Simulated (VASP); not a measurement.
Wanted: the native input for a VASP 6.6.1 run.

```yaml
Task: single point
Functional: r2SCAN
Potentials_or_basis: VASP PAW PBE potentials, release 64 (Mg, H)
Cutoff: 660 eV
k_mesh: 6 × 6 × 8
Occupations: gaussian, width 0.01 eV
Spin: no spin polarisation
Dipole_correction: no
Further_INCAR_settings: ALGO = Normal; EDIFF = 1e-06; NBANDS = 13
```

The system is MgH2.

```
Mg H
1.0
     4.48462    0.00000    0.00000
     0.00000    4.48462    0.00000
     0.00000    0.00000    2.99648
Mg H
2 4
Cartesian
  0.0000 0.0000 0.0000
  2.2423 2.2423 1.4982
  1.3664 1.3664 0.0000
  0.8759 3.6087 1.4982
  3.1182 3.1182 0.0000
  3.6087 0.8759 1.4982
```

These files were run (other wordings do the same):

POSCAR

```
MgH2
1.0
    4.4846233493      0.0000000000      0.0000000000
    0.0000000000      4.4846233493      0.0000000000
    0.0000000000      0.0000000000      2.9964784777
Mg H
2 4
Direct
    0.0000000000      0.0000000000      0.0000000000
    0.5000000000      0.5000000000      0.5000000000
    0.3046891426      0.3046891426      0.0000000000
    0.1953108574      0.8046891426      0.5000000000
    0.6953108574      0.6953108574      0.0000000000
    0.8046891426      0.1953108574      0.5000000000
```

INCAR.step1

```
SYSTEM = MgH2
PREC = Accurate
ENCUT = 660
ISMEAR = 0
SIGMA = 0.01
LREAL = .FALSE.
LASPH = .TRUE.
NELM = 120
NBANDS = 13
GGA = PE
ALGO = Normal
EDIFF = 1E-5
LWAVE = .TRUE.
LCHARG = .FALSE.
GGA_COMPAT = .FALSE.
```

INCAR.step2

```
SYSTEM = MgH2
PREC = Accurate
ENCUT = 660
EDIFF = 1E-6
ISMEAR = 0
SIGMA = 0.01
LREAL = .FALSE.
LASPH = .TRUE.
NELM = 120
ALGO = Normal
ISIF = 2
LWAVE = .FALSE.
LCHARG = .FALSE.
METAGGA = R2SCAN
LMIXTAU = .TRUE.
NBANDS = 13
ISTART = 1
GGA_COMPAT = .FALSE.
```

KPOINTS

```
Automatic mesh
0
G
  6 6 8
  0 0 0
```

Potentials or basis: VASP PAW PBE potentials, release 64 (Mg, H).

Command:

```bash
$ cat potpaw_PBE.64/Mg/POTCAR potpaw_PBE.64/H/POTCAR > POTCAR
$ cp INCAR.step1 INCAR
$ mpirun -np 1 vasp_std > vasp.out
$ cp INCAR.step2 INCAR
$ mpirun -np 1 vasp_std > vasp.out
```

It gave:

```yaml
Pressure: -0.3 GPa
Band_gap_on_the_k_mesh: 4.46 eV (least direct gap 5.25 eV)
```

Caveat: the PAW data sets were made with another functional, which shifts forces and pressure a little.

Run time: 84 s on 1 thread of Intel(R) Xeon(R) 6975P-C (Granite Rapids) (shared host), peak memory 0.23 GiB.
